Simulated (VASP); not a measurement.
Input of a VASP 6.6.1 run:

File INCAR:

```
  PREC = Accurate
  ENCUT = 520
  EDIFF = 1E-7
  ISMEAR = -1
  SIGMA = 0.05
  LREAL = False
  LASPH = True
  NELM = 60
  ALGO = Normal
  ISIF = 2
  LWAVE = False
  LCHARG = True
  LELF = True
  LVHAR = True
  NBANDS = 16
```

KPOINTS

```
Automatic mesh
0
Gamma
  12 12 12
```

POSCAR

```
TiTe
1.0
    0.0000000000      2.3244517601      2.3244517601
    2.3244517601      0.0000000000      2.3244517601
    2.3244517601      2.3244517601      0.0000000000
Ti Te
1 1
Direct
    0.0000000000      0.0000000000      0.0000000000
    0.5000000000      0.5000000000      0.5000000000
```

Potentials or basis: VASP PAW LDA potentials, release 64 (Ti_sv, Te).

Command:

```bash
$ cat potpaw_LDA.64/Ti_sv/POTCAR potpaw_LDA.64/Te/POTCAR > POTCAR
$ mpirun -np 1 vasp_std > vasp.out
```

Estimate the band gap on the k mesh.

zero (band 9 reaches 18.77 eV, above the bottom of band 10 at 16.94 eV).

What does it give for the pressure?

143.8 GPa.

Caveat: spin-orbit coupling is left out, which moves the levels of the heavy elements.
